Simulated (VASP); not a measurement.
Here is a VASP 6.6.1 calculation.

INCAR

```
PREC = Accurate
ENCUT = 520
EDIFF = 1E-6
ISMEAR = 1
SIGMA = 0.02
LREAL = False
LASPH = True
NELM = 60
ALGO = Normal
ISIF = 2
LWAVE = False
LCHARG = False
GGA = PE
NBANDS = 16
```

Contents of KPOINTS:

```
regular mesh
0
Gamma
  8 8 8
```

Contents of POSCAR:

```
GaN
1.0
    0.0000000000      2.2152986877      2.2152986877
    2.2152986877      0.0000000000      2.2152986877
    2.2152986877      2.2152986877      0.0000000000
Ga N
1 1
Direct
    0.0000000000      0.0000000000      0.0000000000
    0.7500000000      0.7500000000      0.7500000000
```

Potentials or basis: VASP PAW PBE potentials, release 64 (Ga_d, N).

Launch:

```bash
$ cat potpaw_PBE.64/Ga_d/POTCAR potpaw_PBE.64/N/POTCAR > POTCAR
$ mpirun -np 1 vasp_std > vasp.out
```

Q: What does it give for the band gap on the k mesh?

A: 2.06 eV, direct.

Q: Estimate the pressure.

A: 16.1 GPa.

As with any semilocal functional, this PBE gap is likely too small.
